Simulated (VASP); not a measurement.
Here is a VASP 6.6.1 calculation.

The input INCAR:

```
SYSTEM = Re
ALGO = Normal
EDIFF = 1E-6
ENCUT = 520
GGA = PS
ISIF = 2
ISMEAR = -1
LASPH = .TRUE.
LCHARG = .TRUE.
LELF = .TRUE.
LREAL = .FALSE.
LVHAR = .TRUE.
LWAVE = .FALSE.
NBANDS = 10
NELM = 80
PREC = Accurate
SIGMA = 0.05
```

File KPOINTS:

```
k-points
0
G
  17 17 17
  0 0 0
```

The input POSCAR:

```
Re
1.0
    0.0000000000      1.8868122686      1.8868122686
    1.8868122686      0.0000000000      1.8868122686
    1.8868122686      1.8868122686      0.0000000000
Re
1
Direct
    0.0000000000      0.0000000000      0.0000000000
```

Potentials or basis: VASP PAW PBE potentials, release 64 (Re).

The run is started by

```sh
$ cat potpaw_PBE.64/Re/POTCAR > POTCAR
$ mpirun -np 1 vasp_std > vasp.out
```

(1) Predict the pressure.

Answers

(1) 40.0 GPa.

Caveat: the PAW data sets were made with another functional, which shifts forces and pressure a little.
